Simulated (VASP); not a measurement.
A run of VASP 6.6.1 is set up as follows.

File INCAR:

```
  PREC = Accurate
  ENCUT = 520
  EDIFF = 1E-7
  ISMEAR = -1
  SIGMA = 0.05
  LREAL = F
  LASPH = T
  NELM = 60
  ALGO = Normal
  ISIF = 2
  LWAVE = F
  LCHARG = T
  GGA = PE
  LELF = T
  LVHAR = T
  NBANDS = 12
```

KPOINTS

```
regular mesh
0
Gamma
  5 5 5
```

File POSCAR:

```
LiCl
1.0
    0.0000000000      2.5647700000      2.5647700000
    2.5647700000      0.0000000000      2.5647700000
    2.5647700000      2.5647700000      0.0000000000
Cl Li
1 1
Direct
    0.5000000000      0.5000000000      0.5000000000
    0.0000000000      0.0000000000      0.0000000000
```

Potentials or basis: VASP PAW PBE potentials, release 64 (Cl, Li_sv).

Command:

```bash
$ cat potpaw_PBE.64/Cl/POTCAR potpaw_PBE.64/Li_sv/POTCAR > POTCAR
$ mpirun -np 1 vasp_std > vasp.out
```

Task: What does it give for the band gap on the k mesh?

Result: 6.34 eV, direct.

Caveat: the k points lie up to 0.42 Å⁻¹ apart. As with any semilocal functional, this PBE gap is likely too small.
